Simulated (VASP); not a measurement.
# MgO (P6_3mc) in VASP: relaxation of the atoms with LDA

Aim: the relaxation of the atoms of MgO with LDA.

All numbers are computed with VASP 6.6.1; they aren't measurements. Logs are shortened: lines on timing, memory, paths and dates and some standing lists are left out, and cuts for length are marked.

### 1 The cell of the first run

The structure is hexagonal, space group P6_3mc (No. 186). Conventional cell: a = 3.308 Å, b = 3.308 Å, c = 4.983 Å, α = 90.00°, β = 90.00°, γ = 120.00°. Mg (site symmetry 3m) has 4 O at 1.97 to 1.99 Å within 2.6 Å. Within 2.6 Å of O (site symmetry 3m) lie 4 Mg at 1.97 to 1.99 Å.

### 2 Relaxation of the atoms, LDA

File INCAR:

```
SYSTEM = MgO
PREC = Accurate
ENCUT = 520
EDIFF = 1E-7
ISMEAR = 0
SIGMA = 0.02
LREAL = .FALSE.
LASPH = .TRUE.
NELM = 120
ALGO = Normal
ISIF = 2
LWAVE = .FALSE.
LCHARG = .FALSE.
GGA = CA
IBRION = 2
NSW = 70
EDIFFG = -0.002
GGA_COMPAT = .FALSE.
NELMIN = 4
```

File KPOINTS:

```
Automatic mesh
0
G
  9 9 6
  0 0 0
```

File POSCAR:

```
MgO
1.0
    3.3077869900      0.0000000000      0.0000000000
   -1.6538934900      2.8646275600      0.0000000000
    0.0000000000      0.0000000000      4.9828816700
Mg O
2 2
Direct
    0.3333333300      0.6666666700      0.0021597400
    0.6666666700      0.3333333300      0.5021597400
    0.3333333300      0.6666666700      0.4024402600
    0.6666666700      0.3333333300      0.9024402600
```

Potentials or basis: VASP PAW LDA potentials, release 64 (Mg, O).

On the command line:

```sh
cat potpaw_LDA.64/Mg/POTCAR potpaw_LDA.64/O/POTCAR > POTCAR
mpirun -np 1 vasp_std > vasp.out
```

OUTCAR:

```text
SYSTEM = MgO
   PREC = Accurate
   ENCUT = 520
   EDIFF = 1E-7
   ISMEAR = 0
   LREAL = .FALSE.
   LASPH = .TRUE.
   NELM = 120
   ISIF = 2
   GGA = CA
   IBRION = 2
   NSW = 70
   EDIFFG = -0.002
   NELMIN = 4

 ion  position               nearest neighbor table
   1  0.333  0.667  0.002-   4 1.97   4 1.97   4 1.97   3 1.99   2 3.14   2 3.14   2 3.14   2 3.14
                             2 3.14   2 3.14
   2  0.667  0.333  0.502-   3 1.97   3 1.97   3 1.97   4 1.99   1 3.14   1 3.14   1 3.14   1 3.14
                             1 3.14   1 3.14
   3  0.333  0.667  0.402-   2 1.97   2 1.97   2 1.97   1 1.99
   4  0.667  0.333  0.902-   1 1.97   1 1.97   1 1.97   2 1.99

  LATTYP: Found a hexagonal cell.
 ALAT       =     3.3077869900
 C/A-ratio  =     1.5064094771

  Lattice vectors:

 A1 = (   3.3077869900,   0.0000000000,   0.0000000000)
 A2 = (  -1.6538934900,   2.8646275600,   0.0000000000)
 A3 = (   0.0000000000,   0.0000000000,   4.9828816700)

Analysis of symmetry for initial positions (statically):
=====================================================================
 Subroutine PRICEL returns:
 Original cell was already a primitive cell.

 Routine SETGRP: Setting up the symmetry group for a
 hexagonal supercell.

 Subroutine GETGRP returns: Found 12 space group operations
 (whereof  6 operations were pure point group operations)
 out of a pool of 24 trial point group operations.

The static configuration has the point symmetry C_3v.
 The point group associated with its full space group is C_6v.

Analysis of symmetry for dynamics (positions and initial velocities):
=====================================================================
 Subroutine PRICEL returns:
 Original cell was already a primitive cell.

 Routine SETGRP: Setting up the symmetry group for a
 hexagonal supercell.

 Subroutine GETGRP returns: Found 12 space group operations
 (whereof  6 operations were pure point group operations)
 out of a pool of 24 trial point group operations.

The dynamic configuration has the point symmetry C_3v.
 The point group associated with its full space group is C_6v.

 Subroutine INISYM returns: Found 12 space group operations
 (whereof  6 operations are pure point group operations),
 and found     1 'primitive' translations

----------------------------------------------------------------------------------------

                                     Primitive cell

  volume of cell :      47.2157

  direct lattice vectors                    reciprocal lattice vectors
     3.307786990  0.000000000  0.000000000     0.302316928  0.174542759  0.000000000
    -1.653893490  2.864627560  0.000000000     0.000000000  0.349085520  0.000000000
     0.000000000  0.000000000  4.982881670     0.000000000  0.000000000  0.200687086

  length of vectors
     3.307786990  3.307786984  4.982881670     0.349085519  0.349085520  0.200687086

  position of ions in fractional coordinates (direct lattice)
     0.333333330  0.666666670  0.002159740
     0.666666670  0.333333330  0.502159740
     0.333333330  0.666666670  0.402440260
     0.666666670  0.333333330  0.902440260

  ion indices of the primitive-cell ions
   primitive index   ion index
                 1           1
                 2           2
                 3           3
                 4           4

----------------------------------------------------------------------------------------

 KPOINTS: Automatic mesh

Automatic generation of k-mesh.
 Grid dimensions read from file:
 generate k-points for:    9    9    6

 Generating k-lattice:

  Cartesian coordinates                     Fractional coordinates (reciprocal lattice)
     0.033590770  0.019393640  0.000000000     0.111111111  0.000000000  0.000000000
     0.000000000  0.038787280  0.000000000     0.000000000  0.111111111  0.000000000
     0.000000000  0.000000000  0.033447848     0.000000000  0.000000000  0.166666667

  Length of vectors
     0.038787280  0.038787280  0.033447848

  Shift w.r.t. Gamma in fractional coordinates (k-lattice)
     0.000000000  0.000000000  0.000000000

 Subroutine IBZKPT returns following result:
 ===========================================

 Found     48 irreducible k-points:

 Following reciprocal coordinates:
            Coordinates               Weight
  0.000000  0.000000  0.000000      1.000000
  0.111111 -0.000000  0.000000      6.000000
  0.222222  0.000000  0.000000      6.000000
  0.333333  0.000000  0.000000      6.000000
  0.444444  0.000000  0.000000      6.000000
  0.111111  0.111111  0.000000      6.000000
[... 16 lines left out ...]
  0.333333  0.222222  0.166667     24.000000
  0.333333  0.333333  0.166667      4.000000
 [... further k-points ...]
   k-points           NKPTS =     48   k-points in BZ     NKDIM =     48   number of bands    NBANDS=     12
   number of dos      NEDOS =    301   number of ions     NIONS =      4
   total plane-waves  NPLWV =  31360
   dimension x,y,z NGX =    28 NGY =   28 NGZ =   40
   dimension x,y,z NGXF=    56 NGYF=   56 NGZF=   80
   ions per type =               2   2
   NGX,Y,Z   is equivalent  to a cutoff of  14.07, 14.07, 13.35 a.u.
   NGXF,Y,Z  is equivalent  to a cutoff of  28.15, 28.15, 26.69 a.u.
 SYSTEM =  MgO
   PREC   = accura    normal or accurate (medium, high low for compatibility)
   ISTART =      0    job   : 0-new  1-cont  2-samecut
   ICHARG =      2    charge: 1-file 2-atom 10-const
   ISPIN  =      1    spin polarized calculation?
   LNONCOLLINEAR =      F non collinear calculations
   LSORBIT =      F    spin-orbit coupling
   LASPH  =      T    aspherical Exc in radial PAW
   ENCUT  =  520.0 eV  38.22 Ry    6.18 a.u.   6.15  6.15  9.26*2*pi/ulx,y,z
   NELM   =    120;   NELMIN=  4; NELMDL= -5     # of ELM steps
   EDIFF  = 0.1E-06   stopping-criterion for ELM
   LREAL  =      F    real-space projection
   EDIFFG = -.2E-02   stopping-criterion for IOM
   NSW    =     70    number of steps for IOM
   IBRION =      2    ionic relax: 0-MD 1-quasi-New 2-CG
   NFREE  =      1    steps in history (QN), initial steepest desc. (CG)
   ISIF   =      2    stress and relaxation
   ISYM   =      2    0-nonsym 1-usesym 2-fastsym
   POTIM  = 0.5000    time-step for ionic-motion
   TEBEG  =    0.0;   TEEND  =   0.0 temperature during run
   PSTRESS=    0.0 pullay stress
   NELECT =      16.0000    total number of electrons
   NUPDOWN=      -1.0000    fix difference up-down
   EMIN   =  10.00;   EMAX   =-10.00  energy-range for DOS
   EFERMI =   0.00;   METHOD = LEGACY
   ISMEAR =     0;   SIGMA  =   0.02  broadening in eV -4-tet -1-fermi 0-gaus
   EFERMI_NEDOS =   21; number of points for ismear=-14 and -15
   IALGO  =     38    algorithm
   IMIX   =      4    mixing-type and parameters
     AMIX     =   0.40;   BMIX     =  1.00
     AMIX_MAG =   1.60;   BMIX_MAG =  1.00
  volume/ion in A,a.u.               =      11.80        79.66
  Fermi-wavevector in a.u.,A,eV,Ry     =   1.141351  2.156842 17.724080  1.302683
  Thomas-Fermi vector in A             =   2.278052
   LORBIT       =      0    0 simple, 1 ext, 2 COOP (PROOUT), +10 PAW based schemes
   GGA     = CA    functional components
   LHFCALC =     F    Hartree Fock is set to
   AEXX    =    0.0000 exact exchange contribution
   IVDW    =     0    specifies the selected vdW correction
   LEPSILON=     F    determine dielectric tensor
   LRPA    =     F    only Hartree local field effects (RPA)
 conjugate gradient relaxation of ions
 non-spin polarized calculation
 Gauss-broadening in eV      SIGMA  =   0.02
  energy-cutoff  :      520.00
  volume of cell :       47.22
 maximum number of plane-waves:      1303
 NGX is ok and might be reduce to    28
   NGX = 13   NGY = 13   NGZ = 19

--------------------------------------- Ionic step        1  -------------------------------------------

 number of electron      15.9999997 magnetization

 Free energy of the ion-electron system (eV)
  ---------------------------------------------------
  ext. energy  EPLUGINS =         0.00000000
  ---------------------------------------------------
  free energy    TOTEN  =       -26.22836868 eV

  energy without entropy =      -26.22836868  energy(sigma->0) =      -26.22836868

------------------------ aborting loop because EDIFF is reached ----------------------------------------

  FORCE on cell =-STRESS in cart. coord.  units (eV):
  Direction    XX          YY          ZZ          XY          YZ          ZX
  --------------------------------------------------------------------------------------
  -------------------------------------------------------------------------------------
  Total       -1.6571430     -1.6571430     -1.4494825     -0.0000000      0.0000000      0.0000000
  in kB      -56.2320990    -56.2320989    -49.1855216     -0.0000001      0.0000000      0.0000000
  external PRESSURE =     -53.8832398 kB  Pullay stress =       0.0000000 kB
[... 61 lines left out ...]
  energy  without entropy=      -26.2286790613  energy(sigma->0) =      -26.22867906

--------------------------------------- Ionic step        3  -------------------------------------------

 number of electron      15.9999996 magnetization

 Free energy of the ion-electron system (eV)
  ---------------------------------------------------
  ext. energy  EPLUGINS =         0.00000000
  ---------------------------------------------------
  free energy    TOTEN  =       -26.22873023 eV

  energy without entropy =      -26.22873023  energy(sigma->0) =      -26.22873023

 E-fermi :   0.9129     XC(G=0): -10.2701

 val. band max:        0.8132567904   @ k =   0.0000   0.0000   0.0000
 cond. band min:       4.1816303663   @ k =   0.0000   0.0000   0.0000
 fundamental gap:      3.3683735759
 Fermi energy:         0.9128506593

 k-point     1 :       0.0000    0.0000    0.0000
  band No.  band energies     occupation
      1     -15.1582      2.00000
      2     -14.2985      2.00000
      3      -2.5279      2.00000
      4       0.0289      2.00000
      5       0.0289      2.00000
      6       0.3759      2.00000
      7       0.3759      2.00000
      8       0.8133      2.00000
      9       4.1816      0.00000
     10       9.1250      0.00000
     11      10.9816      0.00000
     12      14.6293      0.00000
[... 331 lines left out ...]
 k-point    24 :       0.3333    0.3333    0.1667
  band No.  band energies     occupation
      1     -14.2921      2.00000
      2     -14.2921      2.00000
      3      -1.9335      2.00000
      4      -1.4378      2.00000
      5      -1.4378      2.00000
      6      -0.6255      2.00000
      7      -0.1225      2.00000
      8      -0.1225      2.00000
      9       8.9510      0.00000
     10       9.0250      0.00000
     11      10.7116      0.00000
     12      10.7116      0.00000

 [... further k-points ...]
[... 5 lines left out ...]
  --------------------------------------------------------------------------------------
  -------------------------------------------------------------------------------------
  Total       -1.7133676     -1.7133675     -1.2839023     -0.0000000      0.0000000      0.0000000
  in kB      -58.1399757    -58.1399756    -43.5668633     -0.0000001      0.0000000      0.0000000
  external PRESSURE =     -53.2822715 kB  Pullay stress =       0.0000000 kB
[... 19 lines left out ...]
  FREE ENERGIE OF THE ION-ELECTRON SYSTEM (eV)
  ---------------------------------------------------
  free  energy   TOTEN  =       -26.2287302345 eV

  energy  without entropy=      -26.2287302345  energy(sigma->0) =      -26.22873023

 reached required accuracy - stopping structural energy minimisation
```

Wall time 75 s (1 thread of Oxide Virtual Turin-like, shared host); peak memory 0.14 GiB.

What came out:

| Item | Value |
| --- | --- |
| Free energy | -26.2287 eV |
| Energy gained by relaxing | 0.1 meV/atom |
| Ionic steps | 3 |
| Pressure after relaxing | -5.3 GPa |
| Band gap on the k mesh | 3.37 eV |

Stress tensor (GPa, compression positive):
```
-5.81  0.00  0.00
 0.00 -5.81  0.00
 0.00  0.00 -4.36
```

The path:
```csv
step,energy change (eV),largest force (eV/Å),pressure (GPa)
1,0.0000,0.0483,-5.39
2,-0.0003,0.0184,-5.35
3,-0.0004,0.0004,-5.33
```

Final structure:
```xyz
4
Lattice="3.3078 0.0000 0.0000 -1.6539 2.8646 0.0000 0.0000 0.0000 4.9829" Properties=species:S:1:pos:R:3 pbc="T T T"
Mg    0.0000    1.9098    0.0145
Mg    1.6539    0.9549    2.5060
O     0.0000    1.9098    2.0015
O     1.6539    0.9549    4.4930
```

A k mesh can miss the band edges.
